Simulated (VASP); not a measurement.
**ScZn: vibrations by perturbation theory with PBEsol**

The system is ScZn.

```
Sc Zn
1.0
     3.26835    0.00000    0.00000
     0.00000    3.26835    0.00000
     0.00000    0.00000    3.26835
Sc Zn
1 1
Direct
  0.00000 0.00000 0.00000
  0.50000 0.50000 0.50000
```

| Quantity | Value |
| --- | --- |
| Program | VASP 6.6.1 |
| Task | vibrations by perturbation theory |
| Functional | PBEsol |
| Potentials or basis | VASP PAW PBE potentials, release 64 (Sc_sv, Zn) |
| Cutoff | 520 eV |
| k mesh | 12 × 12 × 12 |
| Occupations | fermi-dirac, width 0.1 eV |
| Spin | no spin polarisation |
| Dipole correction | no |
| Further INCAR settings | ALGO = Normal; EDIFF = 1e-08; IBRION = 8; NSW = 1 |

```
Highest phonon frequency at Γ : 214 cm⁻¹
```

Phonon frequencies in cm⁻¹ (negative: imaginary):
```tsv
q point	frequencies
(0.000, 0.000, 0.000)	0 0 0 214 214 214
```

Wall time 2.5 min on 1 thread of Intel(R) Xeon(R) Platinum 8488C (Sapphire Rapids) (shared host), peak memory 0.37 GiB.

Caveat: the cell stands under pressure or tension, which shifts response properties.
